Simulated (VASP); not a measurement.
Here is a VASP 6.6.1 calculation.

The input INCAR:

```
SYSTEM = MnS
  ALGO = Normal
  EDIFF = 1E-6
  ENCUT = 520
  GGA = PE
  ISIF = 2
  ISMEAR = 0
  ISPIN = 2
  LASPH = .True.
  LCHARG = .False.
  LDAU = .True.
  LDAUJ = 0 0
  LDAUL = 2 -1
  LDAUPRINT = 1
  LDAUTYPE = 2
  LDAUU = 3.9 0
  LMAXMIX = 4
  LORBIT = 11
  LREAL = .False.
  LWAVE = .False.
  MAGMOM = 5 -5 0 0
  NBANDS = 31
  NELM = 150
  PREC = Accurate
  SIGMA = 0.05
```

The input KPOINTS:

```
k-points
0
Gamma
  6 6 4
  0 0 0
```

POSCAR

```
MnS
1.0
    0.0000000000      2.6543123020     -2.6543123020
    0.0000000000      2.6543123020      2.6543123020
    5.3086246040      0.0000000000      0.0000000000
Mn S
2 2
Direct
    0.0000000000      0.0000000000      0.0000000000
    0.5000000000      0.5000000000      0.5000000000
    0.0000000000      1.0000000000      0.5000000000
    0.5000000000      1.5000000000      1.0000000000
```

Potentials or basis: VASP PAW PBE potentials, release 64 (Mn_pv, S).

The run is started by

```bash
$ cat potpaw_PBE.64/Mn_pv/POTCAR potpaw_PBE.64/S/POTCAR > POTCAR
$ mpirun -np 1 vasp_std > vasp.out
```

Task: Predict the site moments.

Result: Mn +4.59, -4.59; S -0.02, +0.02 μB.

Task: Predict the band gap on the k mesh.

Result: 1.04 eV.

Task: Predict the net moment.

Result: 0.00 μB per cell.

Task: What does it give for the pressure?

Result: -1.1 GPa.

Eigenvalues of the final occupation matrices:
| site | spin | trace | eigenvalues |
| --- | --- | --- | --- |
| site 1 d | 1 | 4.71 | 0.93 0.93 0.93 0.95 0.95 |
| site 1 d | 2 | 0.18 | 0.01 0.01 0.01 0.07 0.07 |
| site 2 d | 1 | 0.18 | 0.01 0.01 0.01 0.07 0.07 |
| site 2 d | 2 | 4.71 | 0.93 0.93 0.93 0.95 0.95 |

A k mesh can miss the band edges. The state reached can hang on the start; a lower one may exist.
